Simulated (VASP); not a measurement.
# PtSe (Fm-3m) in VASP: notebook

Runs on PtSe. Level: PBE. Tasks: single point.

All numbers are computed with VASP 6.6.1; they aren't measurements. Logs are shortened: lines on timing, memory, paths and dates and some standing lists are left out, and cuts for length are marked.

## (1) The cell of the first run

Symmetry: Fm-3m, No. 225, cubic system. The conventional cell has a = 5.090 Å, b = 5.090 Å, c = 5.090 Å, α = 90.00°, β = 90.00°, γ = 90.00°. Within 3.4 Å of Pt (site symmetry m-3m) lie 6 Se at 2.55 Å. Within 3.4 Å of Se (site symmetry m-3m) lie 6 Pt at 2.55 Å.

## (2) Single point, PBE

File INCAR:

```
SYSTEM = PtSe
PREC = Accurate ; ENCUT = 520
EDIFF = 1E-6 ; ISMEAR = -1
SIGMA = 0.05 ; LREAL = .FALSE.
LASPH = .TRUE. ; NELM = 80
ALGO = Normal ; ISIF = 2
LWAVE = .FALSE. ; LCHARG = .FALSE.
GGA = PE ; NBANDS = 15
```

File KPOINTS:

```
Automatic mesh
0
G
  8 8 8
  0 0 0
```

File POSCAR:

```
PtSe
1.0
    0.0000000000      2.5451718984      2.5451718984
    2.5451718984      0.0000000000      2.5451718984
    2.5451718984      2.5451718984      0.0000000000
Pt Se
1 1
Direct
    0.5000000000      0.5000000000      0.5000000000
    0.0000000000      0.0000000000      0.0000000000
```

Potentials or basis: VASP PAW PBE potentials, release 64 (Pt, Se).

Started as:

```sh
cat potpaw_PBE.64/Pt/POTCAR potpaw_PBE.64/Se/POTCAR > POTCAR
mpirun -np 1 vasp_std > vasp.out
```

OUTCAR:

```text
SYSTEM = PtSe
   PREC = Accurate
   ENCUT = 520
   EDIFF = 1E-6
   ISMEAR = -1
   LREAL = .FALSE.
   LASPH = .TRUE.
   NELM = 80
   ISIF = 2
   GGA = PE

 ion  position               nearest neighbor table
   1  0.500  0.500  0.500-   2 2.55   2 2.55   2 2.55   2 2.55   2 2.55   2 2.55
   2  0.000  0.000  0.000-   1 2.55   1 2.55   1 2.55   1 2.55   1 2.55   1 2.55

  LATTYP: Found a face centered cubic cell.
 ALAT       =     5.0903437968

  Lattice vectors:

 A1 = (   0.0000000000,   2.5451718984,   2.5451718984)
 A2 = (   2.5451718984,   0.0000000000,   2.5451718984)
 A3 = (   2.5451718984,   2.5451718984,   0.0000000000)

Analysis of symmetry for initial positions (statically):
=====================================================================
 Subroutine PRICEL returns:
 Original cell was already a primitive cell.

 Routine SETGRP: Setting up the symmetry group for a
 face centered cubic supercell.

 Subroutine GETGRP returns: Found 48 space group operations
 (whereof 48 operations were pure point group operations)
 out of a pool of 48 trial point group operations.

The static configuration has the point symmetry O_h .

Analysis of symmetry for dynamics (positions and initial velocities):
=====================================================================
 Subroutine PRICEL returns:
 Original cell was already a primitive cell.

 Routine SETGRP: Setting up the symmetry group for a
 face centered cubic supercell.

 Subroutine GETGRP returns: Found 48 space group operations
 (whereof 48 operations were pure point group operations)
 out of a pool of 48 trial point group operations.

The dynamic configuration has the point symmetry O_h .

 Subroutine INISYM returns: Found 48 space group operations
 (whereof 48 operations are pure point group operations),
 and found     1 'primitive' translations

----------------------------------------------------------------------------------------

                                     Primitive cell

  volume of cell :      32.9747

  direct lattice vectors                    reciprocal lattice vectors
     0.000000000  2.545171898  2.545171898    -0.196450385  0.196450385  0.196450385
     2.545171898  0.000000000  2.545171898     0.196450385 -0.196450385  0.196450385
     2.545171898  2.545171898  0.000000000     0.196450385  0.196450385 -0.196450385

  length of vectors
     3.599416617  3.599416617  3.599416617     0.340262048  0.340262048  0.340262048

  position of ions in fractional coordinates (direct lattice)
     0.500000000  0.500000000  0.500000000
     0.000000000  0.000000000  0.000000000

  ion indices of the primitive-cell ions
   primitive index   ion index
                 1           1
                 2           2

----------------------------------------------------------------------------------------

 KPOINTS: Automatic mesh

Automatic generation of k-mesh.
 Grid dimensions read from file:
 generate k-points for:    8    8    8

 Generating k-lattice:

  Cartesian coordinates                     Fractional coordinates (reciprocal lattice)
    -0.024556298  0.024556298  0.024556298     0.125000000  0.000000000  0.000000000
     0.024556298 -0.024556298  0.024556298     0.000000000  0.125000000  0.000000000
     0.024556298  0.024556298 -0.024556298     0.000000000  0.000000000  0.125000000

  Length of vectors
     0.042532756  0.042532756  0.042532756

  Shift w.r.t. Gamma in fractional coordinates (k-lattice)
     0.000000000  0.000000000  0.000000000

 Subroutine IBZKPT returns following result:
 ===========================================

 Found     29 irreducible k-points:

 Following reciprocal coordinates:
            Coordinates               Weight
  0.000000  0.000000  0.000000      1.000000
  0.125000  0.000000  0.000000      8.000000
  0.250000  0.000000  0.000000      8.000000
  0.375000  0.000000  0.000000      8.000000
  0.500000  0.000000  0.000000      4.000000
  0.125000  0.125000  0.000000      6.000000
[... 16 lines left out ...]
  0.500000  0.250000  0.125000     48.000000
 -0.375000  0.250000  0.125000     24.000000
 [... further k-points ...]
   k-points           NKPTS =     29   k-points in BZ     NKDIM =     29   number of bands    NBANDS=     15
   number of dos      NEDOS =    301   number of ions     NIONS =      2
   total plane-waves  NPLWV =  21952
   dimension x,y,z NGX =    28 NGY =   28 NGZ =   28
   dimension x,y,z NGXF=    56 NGYF=   56 NGZF=   56
   ions per type =               1   1
   NGX,Y,Z   is equivalent  to a cutoff of  12.93, 12.93, 12.93 a.u.
   NGXF,Y,Z  is equivalent  to a cutoff of  25.86, 25.86, 25.86 a.u.
 SYSTEM =  PtSe
   PREC   = accura    normal or accurate (medium, high low for compatibility)
   ISTART =      0    job   : 0-new  1-cont  2-samecut
   ICHARG =      2    charge: 1-file 2-atom 10-const
   ISPIN  =      1    spin polarized calculation?
   LNONCOLLINEAR =      F non collinear calculations
   LSORBIT =      F    spin-orbit coupling
   LASPH  =      T    aspherical Exc in radial PAW
   ENCUT  =  520.0 eV  38.22 Ry    6.18 a.u.   6.69  6.69  6.69*2*pi/ulx,y,z
   NELM   =     80;   NELMIN=  2; NELMDL= -5     # of ELM steps
   EDIFF  = 0.1E-05   stopping-criterion for ELM
   LREAL  =      F    real-space projection
   EDIFFG = 0.1E-04   stopping-criterion for IOM
   NSW    =      0    number of steps for IOM
   IBRION =     -1    ionic relax: 0-MD 1-quasi-New 2-CG
   NFREE  =      0    steps in history (QN), initial steepest desc. (CG)
   ISIF   =      2    stress and relaxation
   ISYM   =      2    0-nonsym 1-usesym 2-fastsym
   POTIM  = 0.5000    time-step for ionic-motion
   TEBEG  =    0.0;   TEEND  =   0.0 temperature during run
   PSTRESS=    0.0 pullay stress
   NELECT =      16.0000    total number of electrons
   NUPDOWN=      -1.0000    fix difference up-down
   EMIN   =  10.00;   EMAX   =-10.00  energy-range for DOS
   EFERMI =   0.00;   METHOD = LEGACY
   ISMEAR =    -1;   SIGMA  =   0.05  broadening in eV -4-tet -1-fermi 0-gaus
   EFERMI_NEDOS =   21; number of points for ismear=-14 and -15
   IALGO  =     38    algorithm
   IMIX   =      4    mixing-type and parameters
     AMIX     =   0.40;   BMIX     =  1.00
     AMIX_MAG =   1.60;   BMIX_MAG =  1.00
  volume/ion in A,a.u.               =      16.49       111.26
  Fermi-wavevector in a.u.,A,eV,Ry     =   1.286435  2.431009 22.516471  1.654914
  Thomas-Fermi vector in A             =   2.418509
   LORBIT       =      0    0 simple, 1 ext, 2 COOP (PROOUT), +10 PAW based schemes
   GGA     = PE    functional components
[... 5 lines left out ...]
 non-spin polarized calculation
  energy-cutoff  :      520.00
  volume of cell :       32.97
 maximum number of plane-waves:       905
   NGX = 13   NGY = 13   NGZ = 13

 number of electron      16.0000001 magnetization

 Free energy of the ion-electron system (eV)
  ---------------------------------------------------
  ext. energy  EPLUGINS =         0.00000000
  ---------------------------------------------------
  free energy    TOTEN  =        -9.43304054 eV

  energy without entropy =       -9.42832941  energy(sigma->0) =       -9.43068497

 E-fermi :   9.3492     XC(G=0): -12.0812

 val. band max:        9.1360417730   @ k =  -0.2500   0.1250   0.0000
 cond. band min:       9.3995519779   @ k =   0.5000   0.2500   0.0000
 fundamental gap:      0.2635102049
 Fermi energy:         9.3491830047

 k-point     1 :       0.0000    0.0000    0.0000
  band No.  band energies     occupation
      1      -6.9575      2.00000
      2       5.4397      2.00000
      3       5.4397      2.00000
      4       5.4397      2.00000
      5       5.5114      2.00000
      6       5.5114      2.00000
      7       7.6358      2.00000
      8       7.6358      2.00000
      9       7.6358      2.00000
     10      11.3807      0.00000
     11      18.6974      0.00000
     12      21.2336      0.00000
     13      21.2336      0.00000
     14      21.2336      0.00000
     15      23.2960      0.00000

 k-point     2 :       0.1250    0.0000    0.0000
  band No.  band energies     occupation
      1      -6.7397      2.00000
      2       4.7812      2.00000
      3       4.7812      2.00000
      4       4.7842      2.00000
      5       5.6043      2.00000
      6       5.6043      2.00000
      7       7.0096      2.00000
      8       8.6143      2.00000
      9       8.6143      2.00000
     10      12.7513      0.00000
     11      18.1522      0.00000
     12      20.3786      0.00000
     13      20.3786      0.00000
     14      20.5983      0.00000
     15      22.6480      0.00000

 k-point     3 :       0.2500    0.0000    0.0000
  band No.  band energies     occupation
      1      -6.1363      2.00000
      2       2.9928      2.00000
      3       3.8218      2.00000
      4       3.8218      2.00000
      5       6.0096      2.00000
      6       6.0096      2.00000
      7       6.8486      2.00000
      8      10.2844      0.00000
      9      10.2844      0.00000
     10      14.1573      0.00000
     11      17.1752      0.00000
     12      18.3132      0.00000
     13      18.3132      0.00000
     14      21.0761      0.00000
     15      22.5687      0.00000
[... 343 lines left out ...]
 k-point    23 :       0.5000    0.2500    0.1250
  band No.  band energies     occupation
      1      -5.2208      2.00000
      2       1.5784      2.00000
      3       3.2180      2.00000
      4       3.5366      2.00000
      5       6.2020      2.00000
      6       6.7384      2.00000
      7       7.2541      2.00000
      8       8.8264      1.99994
      9      11.0029      0.00000
     10      14.4811      0.00000
     11      15.3868      0.00000
     12      17.6616      0.00000
     13      19.4209      0.00000
     14      21.9126      0.00000
     15      24.7528      0.00000

 k-point    24 :      -0.3750    0.2500    0.1250
  band No.  band energies     occupation
      1      -4.9584      2.00000
      2       1.3036      2.00000
      3       3.0667      2.00000
      4       3.2378      2.00000
      5       6.5703      2.00000
      6       6.6352      2.00000
      7       7.1316      2.00000
      8       9.7310      0.00096
      9      10.1317      0.00000
     10      14.6800      0.00000
     11      15.2801      0.00000
     12      18.1882      0.00000
     13      18.7899      0.00000
     14      22.4731      0.00000
     15      24.9486      0.00000

 [... further k-points ...]
[... 5 lines left out ...]
  --------------------------------------------------------------------------------------
  -------------------------------------------------------------------------------------
  Total        4.1287398      4.1287398      4.1287398     -0.0000000      0.0000000     -0.0000000
  in kB      200.6073033    200.6073033    200.6073033     -0.0000000      0.0000000     -0.0000000
  external PRESSURE =     200.6073033 kB  Pullay stress =       0.0000000 kB

 VOLUME and BASIS-vectors are now :
 -----------------------------------------------------------------------------
  energy-cutoff  :      520.00
  volume of cell :       32.97
      direct lattice vectors                 reciprocal lattice vectors
     0.000000000  2.545171898  2.545171898    -0.196450385  0.196450385  0.196450385
     2.545171898  0.000000000  2.545171898     0.196450385 -0.196450385  0.196450385
     2.545171898  2.545171898  0.000000000     0.196450385  0.196450385 -0.196450385

 POSITION                                       TOTAL-FORCE (eV/Angst)
 -----------------------------------------------------------------------------------
      2.54517      2.54517      2.54517         0.000000      0.000000     -0.000000
      0.00000      0.00000      0.00000         0.000000     -0.000000      0.000000
 -----------------------------------------------------------------------------------
    total drift:                                0.000000      0.000000      0.000000

  FREE ENERGIE OF THE ION-ELECTRON SYSTEM (eV)
  ---------------------------------------------------
  free  energy   TOTEN  =        -9.4330405371 eV

  energy  without entropy=       -9.4283294103  energy(sigma->0) =       -9.43068497
```

It took 19 s on 1 thread of Intel Xeon 8259CL, shared host; peak memory 0.16 GiB.

Results:

* Free energy: -9.4330 eV
* Pressure: 20.1 GPa
* Band gap on the k mesh: zero (band 8 reaches 12.36 eV, above the bottom of band 9 at 7.64 eV)

Caveat: spin-orbit coupling is left out, which moves the levels of the heavy elements.

## (3) Single point, PBE

This run uses another cell than the first one, of 17.32 Å³/atom, 1.050 times its volume.

File INCAR:

```
SYSTEM = PtSe
ALGO = Normal
EDIFF = 1E-6
ENCUT = 520
GGA = PE
ISIF = 2
ISMEAR = -1
LASPH = .TRUE.
LCHARG = .FALSE.
LREAL = .FALSE.
LWAVE = .FALSE.
NBANDS = 15
NELM = 80
PREC = Accurate
SIGMA = 0.05
```

File KPOINTS:

```
k-points
0
G
  8 8 8
  0 0 0
```

File POSCAR:

```
PtSe
1.0
    0.0000000000      2.5872483679      2.5872483679
    2.5872483679      0.0000000000      2.5872483679
    2.5872483679      2.5872483679      0.0000000000
Pt Se
1 1
Direct
    0.5000000000      0.5000000000      0.5000000000
    0.0000000000      0.0000000000      0.0000000000
```

Potentials or basis: VASP PAW PBE potentials, release 64 (Pt, Se).

Started as:

```sh
cat potpaw_PBE.64/Pt/POTCAR potpaw_PBE.64/Se/POTCAR > POTCAR
mpirun -np 1 vasp_std > vasp.out
```

It took 22 s on 1 thread of Intel Xeon 8259CL, shared host; peak memory 0.16 GiB.

The run converged. Its results:

```
Free energy            : -9.5871 eV
Pressure               : 10.0 GPa
Band gap on the k mesh : zero (band 8 reaches 11.67 eV, above the bottom of band 9 at 6.94 eV)
```

Levels at points of the mesh, in eV from the Fermi level:
```csv
k point,band 5,band 6,band 7,band 8,band 9,band 10,band 11,band 12
"(0.00, 0.00, 0.00)",-3.55,-3.55,-1.62,-1.62,-1.62,1.68,9.54,11.66
"(0.50, 0.00, 0.00)",-2.46,-2.46,-1.91,3.11,3.11,3.11,6.13,6.13
"(0.50, 0.50, 0.00)",-3.48,-3.01,-2.07,-2.07,-1.41,0.12,8.59,11.83
```

Caveat: spin-orbit coupling is left out, which moves the levels of the heavy elements.
